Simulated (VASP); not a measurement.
Set up this calculation in VASP 6.6.1, as the native input.

```yaml
Task: single point
Functional: PBE
Potentials_or_basis: VASP PAW PBE potentials, release 64 (Li_sv, Se)
Cutoff: 750 eV
k_mesh: 4 × 4 × 4
Occupations: gaussian, width 0.01 eV
Spin: no spin polarisation
Dipole_correction: no
Further_INCAR_settings: ALGO = Normal; EDIFF = 1e-06; NBANDS = 13
```

The structure of Li2Se lies in POSCAR:

```
Li2Se
1.0
    0.0000000000      2.9934588658      2.9934588658
    2.9934588658      0.0000000000      2.9934588658
    2.9934588658      2.9934588658      0.0000000000
Li Se
2 1
Direct
    0.2500000000      0.2500000000      0.2500000000
    0.7500000000      0.7500000000      0.7500000000
    0.0000000000      0.0000000000      0.0000000000
```

These files were run (other wordings do the same):

INCAR

```
SYSTEM = Li2Se
PREC = Accurate
ENCUT = 750
EDIFF = 1E-6
ISMEAR = 0
SIGMA = 0.01
LREAL = .False.
LASPH = .True.
NELM = 120
ALGO = Normal
ISIF = 2
LWAVE = .False.
LCHARG = .False.
GGA = PE
NBANDS = 13
GGA_COMPAT = .False.
```

KPOINTS

```
regular mesh
0
Gamma
  4 4 4
  0 0 0
```

Potentials or basis: VASP PAW PBE potentials, release 64 (Li_sv, Se).

Launch:

```sh
$ cat potpaw_PBE.64/Li_sv/POTCAR potpaw_PBE.64/Se/POTCAR > POTCAR
$ mpirun -np 1 vasp_std > vasp.out
```

It gave:

```yaml
Pressure: 0.3 GPa
Band_gap_on_the_k_mesh: 2.96 eV, indirect (least direct gap 3.42 eV)
```

Caveat: the k points lie up to 0.45 Å⁻¹ apart.

It took 16 s on 1 thread of AMD EPYC 7R43 64-Core Processor (Zen 3), on a shared host, peak memory 0.2 GiB.
